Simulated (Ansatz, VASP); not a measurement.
## One calculation of MgO, two programs

```
CELL_PARAMETERS angstrom
3.41665 0.00000 0.00000
-1.70833 3.01929 0.00000
0.00000 0.00000 4.17804
ATOMIC_POSITIONS crystal
Mg 0.66667 0.33333 0.75000
Mg 0.33333 0.66667 0.25000
O 0.66667 0.33333 0.25000
O 0.33333 0.66667 0.75000
```

Change from the starting cell: strain -0.0200 x Voigt [1, 0, 0, 0, 0, 0], atoms carried along.

Alike in both runs: task single point; functional LDA; k mesh 6 × 6 × 6; occupations gaussian, width 0.05 eV; no spin polarisation.

```csv
,VASP,Ansatz
version,VASP 6.6.1,Ansatz 0.2.0
potentials or method,"VASP PAW LDA potentials, release 64 (Mg, O), cutoff 520 eV","scalar-relativistic, plane waves, PAW"
valence electrons in the cell,16,32
```

VASP gave:

```
gap on the k mesh at the Fermi level (eV)                     : 3.43
least direct gap on the mesh (eV)                             : 3.43
pressure (GPa)                                                : -3.1
traceless stress, the component that is largest in VASP (GPa) : 2.50
rms of the force components (eV/Å)                            : 0.101
```

Problem. Which values does Ansatz return?

Solution. gap on the k mesh at the Fermi level (eV): 3.43; least direct gap on the mesh (eV): 3.43; pressure (GPa): -1.4; traceless stress, the component that is largest in VASP (GPa): 2.48; rms of the force components (eV/Å): 0.098.

LDA's correlation is that of Perdew and Zunger in VASP and of Perdew and Wang (1992) in Ansatz. Atom by atom the forces differ by 0.003 eV/Å (rms over components). VASP's potentials hold 16 valence electrons a cell and Ansatz's 32, so a difference there can come from the potentials and not from the codes.
